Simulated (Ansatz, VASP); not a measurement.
## AlPt in VASP and in Ansatz

```xyz
2
Lattice="3.0604 0.0000 0.0000 0.0000 3.0604 0.0000 0.0000 0.0000 3.0604" Properties=species:S:1:pos:R:3 pbc="T T T"
Al    0.0000    0.0000    0.0000
Pt    1.5302    1.5302    1.5302
```

Alike in both runs: functional PBEsol; k mesh 13 × 13 × 13; occupations fermi-dirac, width 0.05 eV; no spin polarisation.

Ansatz relaxed the structure, and its values are those at the end. VASP's run is a single point on that final structure, the one shown.

|  | VASP | Ansatz |
| --- | --- | --- |
| version | VASP 6.6.1 | Ansatz 0.2.0 |
| potentials or method | VASP PAW PBE potentials, release 64 (Al, Pt), cutoff 500 eV | all-electron LAPW, scalar-relativistic |

|  | VASP | Ansatz | Ansatz less VASP |
| --- | --- | --- | --- |
| pressure (GPa) | 0.0 | 0.0 | +0.07 |

VASP's potentials were made for PBE, not for PBEsol. Ansatz ran all-electron here, and VASP with PAW potentials.

Neither program's run includes spin-orbit coupling.
